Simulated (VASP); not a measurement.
Set up this calculation in VASP 6.6.1, as the native input.

```
Task                   : single point
Functional             : PBE
Potentials or basis    : VASP PAW PBE potentials, release 64 (Re)
Cutoff                 : 520 eV
k mesh                 : 10 × 10 × 10
Occupations            : gaussian, width 0.15 eV
Spin                   : no spin polarisation
Dipole correction      : no
Further INCAR settings : ALGO = Fast; EDIFF = 1e-06; NBANDS = 10
```

The structure of Re lies in POSCAR:

```
Re
1.0
    0.0000000000      2.0786910104      1.8753950296
    2.0786910104      0.0000000000      1.8753950296
    2.0786910104      2.0786910104      0.0000000000
Re
1
Direct
    0.0000000000      0.0000000000      0.0000000000
```

This cell differs from its parent crystal: volume 16.207 Å^3 an atom, c/a of the conventional cell 0.9022.

One way to write it, as run:

INCAR

```
SYSTEM = Re
PREC = Accurate ; ENCUT = 520
EDIFF = 1E-6 ; ISMEAR = 0
SIGMA = 0.15 ; LREAL = .FALSE.
LASPH = .TRUE. ; NELM = 100
ALGO = Fast ; ISIF = 2
LWAVE = .FALSE. ; LCHARG = .FALSE.
GGA = PE ; NBANDS = 10
```

KPOINTS

```
Automatic mesh
0
G
  10 10 10
  0 0 0
```

Potentials or basis: VASP PAW PBE potentials, release 64 (Re).

Run with:

```console
$ cat potpaw_PBE.64/Re/POTCAR > POTCAR
$ mpirun -np 1 vasp_std > vasp.out
```

Results of the run:

```
Pressure : -23.6 GPa
```

Run time: 20 s on 1 thread of Intel(R) Xeon(R) Platinum 8488C (Sapphire Rapids), with other jobs on the host, peak memory 0.15 GiB.
